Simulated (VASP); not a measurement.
A run of VASP 6.6.1:

File INCAR:

```
ALGO = Fast
EDIFF = 1E-6
EDIFFG = -0.01
ENCUT = 600
GGA = PS
IBRION = 2
ISIF = 3
ISMEAR = -1
LASPH = True
LCHARG = False
LREAL = False
LWAVE = False
NELM = 100
NSW = 60
PREC = Accurate
PSTRESS = 200.0
SIGMA = 0.05
```

KPOINTS

```
k-points
0
Gamma
  10 10 5
```

The input POSCAR:

```
Li
1.0
    3.1110000000      0.0000000000      0.0000000000
   -1.5555000000      2.6942050312      0.0000000000
    0.0000000000      0.0000000000      5.0930000000
Li
2
Direct
    0.6666666667      0.3333333333      0.7500000000
    0.3333333333      0.6666666667      0.2500000000
```

Potentials or basis: VASP PAW PBE potentials, release 64 (Li_sv).

Command:

```bash
$ cat potpaw_PBE.64/Li_sv/POTCAR > POTCAR
$ mpirun -np 1 vasp_std > vasp.out
```

Hardware: 1 thread of Intel Xeon 8259CL, on a shared host.

Task: How long does it take, and how much memory?

Result: Wall time 2.5 min on 1 thread of Intel Xeon 8259CL, with other jobs on the host, peak memory 0.18 GiB. Counts: scf iterations 80, k points 42, ion steps 11.
